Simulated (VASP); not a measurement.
# InAs (Fm-3m) in VASP: single point with HSE06

Aim: the single point of InAs with HSE06.

Everything below comes from runs of VASP 6.6.1. Logs are shortened: lines on timing, memory, paths and dates and some standing lists are left out, and cuts for length are marked.

## (1) The cell of the first run

It takes space group Fm-3m (No. 225, cubic). The conventional cell has a = 5.600 Å, b = 5.600 Å, c = 5.600 Å, α = 90.00°, β = 90.00°, γ = 90.00°. Within 3.7 Å of In (site symmetry m-3m) lie 6 As at 2.80 Å. As (site symmetry m-3m) has 6 In at 2.80 Å within 3.7 Å.

## (2) Single point, HSE06

Contents of POSCAR:

```
InAs
1.0
    0.0000000000      2.8000000000      2.8000000000
    2.8000000000      0.0000000000      2.8000000000
    2.8000000000      2.8000000000      0.0000000000
In As
1 1
Direct
    0.0000000000      0.0000000000      0.0000000000
    0.5000000000      0.5000000000      0.5000000000
```

Contents of INCAR.step1:

```
SYSTEM = InAs
PREC     = Accurate       ! precision mode
ENCUT    = 520            ! plane-wave cutoff, eV
EDIFF    = 1E-5           ! SCF threshold, eV
ISMEAR   = 0              ! smearing method
SIGMA    = 0.05           ! smearing width, eV
LREAL    = .False.        ! projectors in reciprocal space
LASPH    = .True.         ! aspherical terms in the spheres
NELM     = 100            ! most SCF steps
ALGO     = Normal         ! electronic algorithm
ISIF     = 2              ! what is computed and relaxed
LWAVE    = .True.         ! write WAVECAR
LCHARG   = .False.        ! write CHGCAR
NBANDS   = 16             ! bands
GGA      = PE             ! functional
```

Contents of INCAR.step2:

```
SYSTEM = InAs
PREC     = Accurate       ! precision mode
ENCUT    = 520            ! plane-wave cutoff, eV
EDIFF    = 1E-7           ! SCF threshold, eV
ISMEAR   = 0              ! smearing method
SIGMA    = 0.05           ! smearing width, eV
LREAL    = .False.        ! projectors in reciprocal space
LASPH    = .True.         ! aspherical terms in the spheres
NELM     = 100            ! most SCF steps
ALGO     = Normal         ! electronic algorithm
ISIF     = 2              ! what is computed and relaxed
LWAVE    = .False.        ! write WAVECAR
LCHARG   = .False.        ! write CHGCAR
GGA      = PE             ! functional
LHFCALC  = .True.         ! exact exchange
HFSCREEN = 0.2079         ! screening, 1/A
PRECFOCK = Normal       
NBANDS   = 16             ! bands
ISTART   = 1
```

Contents of KPOINTS:

```
regular mesh
0
Gamma
  6 6 6
  0 0 0
```

Potentials or basis: VASP PAW PBE potentials, release 64 (In_d, As).

Launch:

```
$ cat potpaw_PBE.64/In_d/POTCAR potpaw_PBE.64/As/POTCAR > POTCAR
$ cp INCAR.step1 INCAR
$ mpirun -np 1 vasp_std > vasp.out
$ cp INCAR.step2 INCAR
$ mpirun -np 1 vasp_std > vasp.out
```

OUTCAR:

```text
SYSTEM = InAs
   PREC = Accurate
   ENCUT = 520
   EDIFF = 1E-7
   ISMEAR = 0
   LREAL = .False.
   LASPH = .True.
   NELM = 100
   ISIF = 2
   GGA = PE
   LHFCALC = .True.
   HFSCREEN = 0.2079
   PRECFOCK = Normal
   ISTART = 1

 ion  position               nearest neighbor table
   1  0.000  0.000  0.000-   2 2.80   2 2.80   2 2.80   2 2.80   2 2.80   2 2.80
   2  0.500  0.500  0.500-   1 2.80   1 2.80   1 2.80   1 2.80   1 2.80   1 2.80

  LATTYP: Found a face centered cubic cell.
 ALAT       =     5.6000000000

  Lattice vectors:

 A1 = (   0.0000000000,   2.8000000000,   2.8000000000)
 A2 = (   2.8000000000,   0.0000000000,   2.8000000000)
 A3 = (   2.8000000000,   2.8000000000,   0.0000000000)

Analysis of symmetry for initial positions (statically):
=====================================================================
 Subroutine PRICEL returns:
 Original cell was already a primitive cell.

 Routine SETGRP: Setting up the symmetry group for a
 face centered cubic supercell.

 Subroutine GETGRP returns: Found 48 space group operations
 (whereof 48 operations were pure point group operations)
 out of a pool of 48 trial point group operations.

The static configuration has the point symmetry O_h .

Analysis of symmetry for dynamics (positions and initial velocities):
=====================================================================
 Subroutine PRICEL returns:
 Original cell was already a primitive cell.

 Routine SETGRP: Setting up the symmetry group for a
 face centered cubic supercell.

 Subroutine GETGRP returns: Found 48 space group operations
 (whereof 48 operations were pure point group operations)
 out of a pool of 48 trial point group operations.

The dynamic configuration has the point symmetry O_h .

 Subroutine INISYM returns: Found 48 space group operations
 (whereof 48 operations are pure point group operations),
 and found     1 'primitive' translations

----------------------------------------------------------------------------------------

                                     Primitive cell

  volume of cell :      43.9040

  direct lattice vectors                    reciprocal lattice vectors
     0.000000000  2.800000000  2.800000000    -0.178571429  0.178571429  0.178571429
     2.800000000  0.000000000  2.800000000     0.178571429 -0.178571429  0.178571429
     2.800000000  2.800000000  0.000000000     0.178571429  0.178571429 -0.178571429

  length of vectors
     3.959797975  3.959797975  3.959797975     0.309294787  0.309294787  0.309294787

  position of ions in fractional coordinates (direct lattice)
     0.000000000  0.000000000  0.000000000
     0.500000000  0.500000000  0.500000000

  ion indices of the primitive-cell ions
   primitive index   ion index
                 1           1
                 2           2

----------------------------------------------------------------------------------------

 KPOINTS: regular mesh

Automatic generation of k-mesh.
 Grid dimensions read from file:
 generate k-points for:    6    6    6

 Generating k-lattice:

  Cartesian coordinates                     Fractional coordinates (reciprocal lattice)
    -0.029761905  0.029761905  0.029761905     0.166666667  0.000000000  0.000000000
     0.029761905 -0.029761905  0.029761905     0.000000000  0.166666667  0.000000000
     0.029761905  0.029761905 -0.029761905     0.000000000  0.000000000  0.166666667

  Length of vectors
     0.051549131  0.051549131  0.051549131

  Shift w.r.t. Gamma in fractional coordinates (k-lattice)
     0.000000000  0.000000000  0.000000000

 Subroutine IBZKPT returns following result:
 ===========================================

 Found     16 irreducible k-points:

 Following reciprocal coordinates:
            Coordinates               Weight
  0.000000  0.000000  0.000000      1.000000
  0.166667  0.000000  0.000000      8.000000
  0.333333  0.000000  0.000000      8.000000
  0.500000  0.000000  0.000000      4.000000
  0.166667  0.166667  0.000000      6.000000
  0.333333  0.166667  0.000000     24.000000
[... 8 lines left out ...]
 -0.333333  0.333333  0.166667     24.000000
 -0.333333  0.500000  0.166667     12.000000
   k-points           NKPTS =     16   k-points in BZ     NKDIM =    216   number of bands    NBANDS=     16
   number of dos      NEDOS =    301   number of ions     NIONS =      2
   total plane-waves  NPLWV =  27000
   dimension x,y,z NGX =    30 NGY =   30 NGZ =   30
   dimension x,y,z NGXF=    60 NGYF=   60 NGZF=   60
   ions per type =               1   1
   NGX,Y,Z   is equivalent  to a cutoff of  12.60, 12.60, 12.60 a.u.
   NGXF,Y,Z  is equivalent  to a cutoff of  25.19, 25.19, 25.19 a.u.
 SYSTEM =  InAs
   PREC   = accura    normal or accurate (medium, high low for compatibility)
   ISTART =      1    job   : 0-new  1-cont  2-samecut
   ICHARG =      0    charge: 1-file 2-atom 10-const
   ISPIN  =      1    spin polarized calculation?
   LNONCOLLINEAR =      F non collinear calculations
   LSORBIT =      F    spin-orbit coupling
   LASPH  =      T    aspherical Exc in radial PAW
   ENCUT  =  520.0 eV  38.22 Ry    6.18 a.u.   7.36  7.36  7.36*2*pi/ulx,y,z
   NELM   =    100;   NELMIN=  2; NELMDL=  0     # of ELM steps
   EDIFF  = 0.1E-06   stopping-criterion for ELM
   LREAL  =      F    real-space projection
   EDIFFG = 0.1E-05   stopping-criterion for IOM
   NSW    =      0    number of steps for IOM
   IBRION =     -1    ionic relax: 0-MD 1-quasi-New 2-CG
   NFREE  =      0    steps in history (QN), initial steepest desc. (CG)
   ISIF   =      2    stress and relaxation
   ISYM   =      3    0-nonsym 1-usesym 2-fastsym
   POTIM  = 0.5000    time-step for ionic-motion
   TEBEG  =    0.0;   TEEND  =   0.0 temperature during run
   PSTRESS=    0.0 pullay stress
   NELECT =      18.0000    total number of electrons
   NUPDOWN=      -1.0000    fix difference up-down
   EMIN   =  10.00;   EMAX   =-10.00  energy-range for DOS
   EFERMI =   0.00;   METHOD = LEGACY
   ISMEAR =     0;   SIGMA  =   0.05  broadening in eV -4-tet -1-fermi 0-gaus
   EFERMI_NEDOS =   21; number of points for ismear=-14 and -15
   IALGO  =     38    algorithm
   IMIX   =      1    mixing-type and parameters
     AMIX     =   0.40;   BMIX     =  1.00
     AMIX_MAG =   1.60;   BMIX_MAG =  1.00
  volume/ion in A,a.u.               =      21.95       148.14
  Fermi-wavevector in a.u.,A,eV,Ry     =   1.216179  2.298246 20.124272  1.479092
  Thomas-Fermi vector in A             =   2.351542
   LORBIT       =      0    0 simple, 1 ext, 2 COOP (PROOUT), +10 PAW based schemes
   GGA     = PE    functional components
   LHFCALC =     T    Hartree Fock is set to
   PRECFOCK=normal    Normal, Fast or Accurate (Low or Medium for compatibility)
   ENCUT4O =  -1.0   cutoff for four orbital integrals eV
   NKREDX  =     1    reduce k-point grid by
   NKREDY  =     1    reduce k-point grid by
   NKREDZ  =     1    reduce k-point grid by
   AEXX    =    0.2500 exact exchange contribution
   HFSCREEN=    0.2079 screening length (either q_TF or 0.3 A-1)
   HFSCREENC=   0.2079 screening length for correlation (either q_TF or 0.3 A-1)
   ENCUTFOCK=  -1.0 apply spherical cutoff to Coloumb kernel
   IVDW    =     0    specifies the selected vdW correction
   LEPSILON=     F    determine dielectric tensor
   LRPA    =     F    only Hartree local field effects (RPA)
 non-spin polarized calculation
 Gauss-broadening in eV      SIGMA  =   0.05
  energy-cutoff  :      520.00
  volume of cell :       43.90
 maximum number of plane-waves:      1243
 NGX is ok and might be reduce to    30
  NGX = 24; NGY = 24; NGZ = 24

 number of electron      18.0000003 magnetization

 Free energy of the ion-electron system (eV)
  ---------------------------------------------------
  ext. energy  EPLUGINS =         0.00000000
  ---------------------------------------------------
  free energy    TOTEN  =        -8.66449757 eV

  energy without entropy =       -8.66141824  energy(sigma->0) =       -8.66295790

 E-fermi :   6.5751     XC(G=0):  -8.6733

 val. band max:        6.5264802064   @ k =  -0.3333   0.1667   0.0000
 cond. band min:       6.5921266151   @ k =   0.3333   0.0000   0.0000
 fundamental gap:      0.0656464087
 Fermi energy:         6.5750562693

 k-point     1 :       0.0000    0.0000    0.0000
  band No.  band energies     occupation
      1      -9.7147      2.00000
      2      -9.7147      2.00000
      3      -9.6823      2.00000
      4      -9.6823      2.00000
      5      -9.6823      2.00000
      6      -7.5010      2.00000
[... 8 lines left out ...]
     15      15.5257      0.00000
     16      15.5257      0.00000

 k-point     2 :       0.1667    0.0000    0.0000
  band No.  band energies     occupation
      1      -9.7309      2.00000
      2      -9.7309      2.00000
      3      -9.6840      2.00000
      4      -9.6665      2.00000
      5      -9.6665      2.00000
      6      -7.1334      2.00000
[... 8 lines left out ...]
     15      15.4491      0.00000
     16      15.4491      0.00000

 k-point     3 :       0.3333    0.0000    0.0000
  band No.  band energies     occupation
      1      -9.7676      2.00000
      2      -9.7676      2.00000
      3      -9.6906      2.00000
      4      -9.6302      2.00000
      5      -9.6302      2.00000
      6      -6.1419      2.00000
[... 8 lines left out ...]
     15      17.4190      0.00000
     16      17.4190      0.00000

 k-point     4 :       0.5000    0.0000    0.0000
  band No.  band energies     occupation
      1      -9.7862      2.00000
      2      -9.7862      2.00000
      3      -9.6950      2.00000
      4      -9.6115      2.00000
      5      -9.6115      2.00000
      6      -5.3462      2.00000
[... 8 lines left out ...]
     15      19.6726      0.00000
     16      19.6726      0.00000

 k-point     5 :       0.1667    0.1667    0.0000
  band No.  band energies     occupation
      1      -9.7770      2.00000
      2      -9.7043      2.00000
      3      -9.6946      2.00000
      4      -9.6592      2.00000
      5      -9.6592      2.00000
      6      -6.9866      2.00000
[... 8 lines left out ...]
     15      17.5490      0.00000
     16      17.5490      0.00000

 k-point     6 :       0.3333    0.1667    0.0000
  band No.  band energies     occupation
      1      -9.8397      2.00000
      2      -9.7212      2.00000
      3      -9.6962      2.00000
      4      -9.6400      2.00000
      5      -9.6249      2.00000
      6      -6.1454      2.00000
[... 8 lines left out ...]
     15      18.2833      0.00000
     16      18.6748      0.00000
[... 115 lines left out ...]
 k-point    13 :       0.5000    0.5000    0.0000
  band No.  band energies     occupation
      1     -10.0705      2.00000
      2      -9.7314      2.00000
      3      -9.6732      2.00000
      4      -9.5806      2.00000
      5      -9.5806      2.00000
      6      -4.1442      2.00000
[... 8 lines left out ...]
     15      21.1285      0.00000
     16      22.4268      0.00000

 k-point    14 :       0.5000    0.3333    0.1667
  band No.  band energies     occupation
      1      -9.9075      2.00000
      2      -9.7305      2.00000
      3      -9.6905      2.00000
      4      -9.6275      2.00000
      5      -9.6092      2.00000
      6      -5.1837      2.00000
[... 8 lines left out ...]
     15      19.8744      0.00000
     16      20.0494      0.00000

 k-point    15 :      -0.3333    0.3333    0.1667
  band No.  band energies     occupation
      1      -9.9297      2.00000
      2      -9.7439      2.00000
      3      -9.6649      2.00000
      4      -9.6518      2.00000
      5      -9.5941      2.00000
      6      -4.4899      2.00000
[... 8 lines left out ...]
     15      18.1265      0.00000
     16      21.4017      0.00000

 k-point    16 :      -0.3333    0.5000    0.1667
  band No.  band energies     occupation
      1     -10.0034      2.00000
      2      -9.7128      2.00000
      3      -9.6975      2.00000
      4      -9.6223      2.00000
      5      -9.5806      2.00000
      6      -4.1364      2.00000
[... 8 lines left out ...]
     15      20.0078      0.00000
     16      22.4701      0.00000

------------------------ aborting loop because EDIFF is reached ----------------------------------------

  FORCE on cell =-STRESS in cart. coord.  units (eV):
  Direction    XX          YY          ZZ          XY          YZ          ZX
  --------------------------------------------------------------------------------------
  -------------------------------------------------------------------------------------
  Total        0.8890785      0.8890785      0.8890785      0.0000000      0.0000000      0.0000000
  in kB       32.4449130     32.4449130     32.4449130      0.0000000      0.0000000      0.0000000
  external PRESSURE =      32.4449130 kB  Pullay stress =       0.0000000 kB

 VOLUME and BASIS-vectors are now :
 -----------------------------------------------------------------------------
  energy-cutoff  :      520.00
  volume of cell :       43.90
      direct lattice vectors                 reciprocal lattice vectors
     0.000000000  2.800000000  2.800000000    -0.178571429  0.178571429  0.178571429
     2.800000000  0.000000000  2.800000000     0.178571429 -0.178571429  0.178571429
     2.800000000  2.800000000  0.000000000     0.178571429  0.178571429 -0.178571429

 POSITION                                       TOTAL-FORCE (eV/Angst)
 -----------------------------------------------------------------------------------
      0.00000      0.00000      0.00000         0.000000      0.000000      0.000000
      2.80000      2.80000      2.80000        -0.000000     -0.000000     -0.000000
 -----------------------------------------------------------------------------------
    total drift:                                0.000000     -0.000001      0.000002

  FREE ENERGIE OF THE ION-ELECTRON SYSTEM (eV)
  ---------------------------------------------------
  free  energy   TOTEN  =        -8.6644975652 eV

  energy  without entropy=       -8.6614182448  energy(sigma->0) =       -8.66295790
```

Wall time 58 min (1 thread of AMD EPYC 7R13 (Zen 3), shared host); peak memory 0.27 GiB.

What came out:

| Quantity | Value |
| --- | --- |
| Free energy | -8.6645 eV |
| Pressure | 3.2 GPa |
| Band gap on the k mesh | zero (bands 9 and 10 overlap by 3.22 eV) |

Levels at points of the mesh, in eV from the Fermi level:
```csv
k point,band 6,band 7,band 8,band 9,band 10,band 11,band 12,band 13
"(0.00, 0.00, 0.00)",-14.08,-0.29,-0.29,-0.29,0.50,7.92,7.92,7.92
"(0.50, 0.00, 0.00)",-11.92,-7.69,0.21,0.21,2.74,3.85,3.85,5.86
"(0.50, 0.50, 0.00)",-10.72,-5.80,-2.79,-2.79,-2.78,4.21,11.04,11.04
```

Caveat: the cell stands under pressure; the PAW data sets were made with another functional, which shifts forces and pressure a little; spin-orbit coupling is left out, which moves the levels of the heavy elements.

The gap in the log of VASP goes by the Fermi energy; the results here count the filled bands.